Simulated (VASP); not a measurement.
Set up this calculation in VASP 6.6.1, as the native input.

- Task: single point
- Functional: PBE
- Potentials or basis: VASP PAW PBE potentials, release 64 (Hf_pv, La)
- Cutoff: 520 eV
- k mesh: 5 × 5 × 5
- Occupations: fermi-dirac, width 0.05 eV
- Spin: no spin polarisation
- Dipole correction: no
- Further INCAR settings: ALGO = Fast; EDIFF = 1e-07; NBANDS = 30

The structure of La3Hf lies in POSCAR:

```
La3Hf
1.0
    5.1440812780      0.0000000000      0.0000000000
    0.0000000000      5.1440812780      0.0000000000
    0.0000000000      0.0000000000      5.1440812780
Hf La
1 3
Direct
    0.0000000000      0.0000000000      0.0000000000
    0.5000000000      0.5000000000      0.0000000000
    0.5000000000      0.0000000000      0.5000000000
    0.0000000000      0.5000000000      0.5000000000
```

One way to write it, as run:

INCAR

```
PREC     = Accurate       # precision mode
ENCUT    = 520            # plane-wave cutoff, eV
EDIFF    = 1E-7           # SCF threshold, eV
ISMEAR   = -1             # smearing method
SIGMA    = 0.05           # smearing width, eV
LREAL    = False          # projectors in reciprocal space
LASPH    = True           # aspherical terms in the spheres
NELM     = 100            # most SCF steps
ALGO     = Fast           # electronic algorithm
ISIF     = 2              # what is computed and relaxed
LWAVE    = False          # write WAVECAR
LCHARG   = False          # write CHGCAR
GGA      = PE             # functional
NBANDS   = 30             # bands
```

KPOINTS

```
Automatic mesh
0
Gamma
  5 5 5
```

Potentials or basis: VASP PAW PBE potentials, release 64 (Hf_pv, La).

Run with:

```bash
$ cat potpaw_PBE.64/Hf_pv/POTCAR potpaw_PBE.64/La/POTCAR > POTCAR
$ mpirun -np 1 vasp_std > vasp.out
```

Results of the run:

* Pressure: -2.1 GPa
* Band gap on the k mesh: zero (an odd number of electrons rules out a gap without spin polarisation)

Caveat: spin-orbit coupling is left out, which moves the levels of the heavy elements.

Wall time 6.3 min on 1 thread of Intel(R) Xeon(R) Platinum 8259CL CPU @ 2.50GHz (Skylake/Cascade Lake), with other jobs on the host, peak memory 0.27 GiB.
